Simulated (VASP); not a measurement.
Write the native input for VASP 6.6.1 that does the following.

| Item | Value |
| --- | --- |
| Task | single point |
| Functional | PBE |
| Potentials or basis | VASP PAW PBE potentials, release 64 (Fe, O) |
| Cutoff | 520 eV |
| k mesh | 14 × 14 × 14 |
| Occupations | gaussian, width 0.05 eV |
| Spin | no spin polarisation |
| Dipole correction | no |
| Further INCAR settings | ALGO = Normal; EDIFF = 1e-07; NBANDS = 14 |

The structure of FeO (Wuestite) lies in POSCAR:

```
FeO
1.0
    0.0000000000      2.0587403668      2.0587403668
    2.0587403668      0.0000000000      2.0587403668
    2.0587403668      2.0587403668      0.0000000000
Fe O
1 1
Direct
    0.0000000000      0.0000000000      0.0000000000
    0.5000000000      0.5000000000      0.5000000000
```

This cell differs from its parent crystal: volume scaled by 1.020.

These files were run (other wordings do the same):

INCAR

```
SYSTEM = FeO
  PREC = Accurate
  ENCUT = 520
  EDIFF = 1E-7
  ISMEAR = 0
  SIGMA = 0.05
  LREAL = .False.
  LASPH = .True.
  NELM = 60
  ALGO = Normal
  ISIF = 2
  LWAVE = .False.
  LCHARG = .True.
  GGA = PE
  LELF = .True.
  LVHAR = .True.
  NBANDS = 14
```

KPOINTS

```
regular mesh
0
Gamma
  14 14 14
  0 0 0
```

Potentials or basis: VASP PAW PBE potentials, release 64 (Fe, O).

Command:

```sh
$ cat potpaw_PBE.64/Fe/POTCAR potpaw_PBE.64/O/POTCAR > POTCAR
$ mpirun -np 1 vasp_std > vasp.out
```

Results of the run:

| Quantity | Value |
| --- | --- |
| Pressure | -3.5 GPa |
| Band gap on the k mesh | zero (band 7 reaches 7.19 eV, above the bottom of band 8 at 6.14 eV) |

Caveat: the run has no spin polarisation, though such a crystal can be magnetic; semilocal functionals often make such compounds metallic where correlation or magnetic order opens a gap, which also shifts bond lengths.

Wall time 24 s on 1 thread of AMD EPYC 7R43 64-Core Processor (Zen 3) (shared host), peak memory 0.12 GiB.
